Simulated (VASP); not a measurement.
Wanted: the native input for a VASP 6.6.1 run.

* Task: relaxation of cell and atoms
* Functional: BLYP
* Potentials or basis: VASP PAW PBE potentials, release 64 (Se, Zn)
* Cutoff: 600 eV
* k mesh: 8 × 8 × 8
* Occupations: fermi-dirac, width 0.05 eV
* Spin: no spin polarisation
* Dipole correction: no
* Further INCAR settings: ALGO = Normal; EDIFF = 1e-06; IBRION = 2; EDIFFG = -0.02; NSW = 80; ISIF = 3

The structure of ZnSe (Stilleite) lies in POSCAR:

```
ZnSe
1.0
    0.0000000000      2.8338000000      2.8338000000
    2.8338000000      0.0000000000      2.8338000000
    2.8338000000      2.8338000000      0.0000000000
Se Zn
1 1
Direct
    0.7500000000      0.7500000000      0.7500000000
    0.0000000000      0.0000000000      0.0000000000
```

The input as run:

INCAR

```
PREC = Accurate
ENCUT = 600
EDIFF = 1E-6
ISMEAR = -1
SIGMA = 0.05
LREAL = False
LASPH = True
NELM = 80
ALGO = Normal
ISIF = 3
LWAVE = False
LCHARG = False
GGA = B5
ALDAX = 1.0
AGGAX = 1.0
AGGAC = 1.0
ALDAC = 0.0
IBRION = 2
NSW = 80
EDIFFG = -0.02
```

KPOINTS

```
regular mesh
0
Gamma
  8 8 8
```

Potentials or basis: VASP PAW PBE potentials, release 64 (Se, Zn).

Run with:

```bash
$ cat potpaw_PBE.64/Se/POTCAR potpaw_PBE.64/Zn/POTCAR > POTCAR
$ mpirun -np 1 vasp_std > vasp.out
```

It gave:

| Property | Result |
| --- | --- |
| Relaxed volume | 25.03 Å³/atom |
| Relaxed cell | a = 4.137 Å, b = 4.137 Å, c = 4.137 Å, α = 60.00°, β = 60.00°, γ = 60.00° |
| Space group after relaxing (to 0.05 Å) | F-43m (No. 216) |
| Energy gained by relaxing | 37.8 meV/atom |
| Ionic steps | 3 |
| Pressure after relaxing | 0.0 GPa |
| Band gap on the k mesh | 0.88 eV, direct |

Caveat: the PAW data sets were made with another functional, which shifts forces and pressure a little.

Run time: 37 s on 1 thread of Intel(R) Xeon(R) 6975P-C (Granite Rapids) (shared host), peak memory 0.19 GiB.
